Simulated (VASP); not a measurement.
A run of VASP 6.6.1 is set up as follows.

File POSCAR:

```
LiH
1.0
    3.2454110982      0.0000000000      0.0000000000
   -1.6227055491      2.8196312768      0.0000000000
    0.0000000000      0.0000000000      4.0684421498
Li H
2 2
Direct
    0.3334186514      0.6668373028     -0.0625000000
    0.6665813486      0.3331626972      0.4375000000
    0.3336502114      0.6673004228      0.4375000000
    0.6663497886      0.3326995772      0.9375000000
```

The input INCAR.step1:

```
  PREC = Accurate
  ENCUT = 520
  EDIFF = 1E-5
  ISMEAR = 0
  SIGMA = 0.01
  LREAL = F
  LASPH = T
  NELM = 60
  ALGO = Normal
  ISIF = 2
  LWAVE = T
  NBANDS = 12
  GGA = PE
```

The input INCAR.step2:

```
  PREC = Accurate
  ENCUT = 520
  EDIFF = 1E-6
  ISMEAR = 0
  SIGMA = 0.01
  LREAL = F
  LASPH = T
  NELM = 60
  ALGO = Normal
  ISIF = 2
  LWAVE = F
  LCHARG = T
  GGA = PE
  LHFCALC = T
  HFSCREEN = 0.2079
  PRECFOCK = Normal
  LELF = T
  LVHAR = T
  NBANDS = 12
  ISTART = 1
```

Contents of KPOINTS:

```
Automatic mesh
0
Gamma
  6 6 4
```

Potentials or basis: VASP PAW PBE potentials, release 64 (Li_sv, H).

Run with:

```bash
$ cat potpaw_PBE.64/Li_sv/POTCAR potpaw_PBE.64/H/POTCAR > POTCAR
$ cp INCAR.step1 INCAR
$ mpirun -np 1 vasp_std > vasp.out
$ cp INCAR.step2 INCAR
$ mpirun -np 1 vasp_std > vasp.out
```

**Question.** Estimate the band gap on the k mesh.

**Answer.** 2.74 eV, indirect (least direct gap 4.04 eV).

Forces in eV/Å, atoms in the order of the input:
```
Li   0.000  0.002  0.000
Li   0.000 -0.002  0.000
H    0.000  0.000  0.000
H    0.000  0.000  0.000
```

Caveat: the cell differs from its parent crystal (uniaxial x strain -0.3%); the PAW data sets were made with another functional, which shifts forces and pressure a little. A k mesh can miss the band edges.
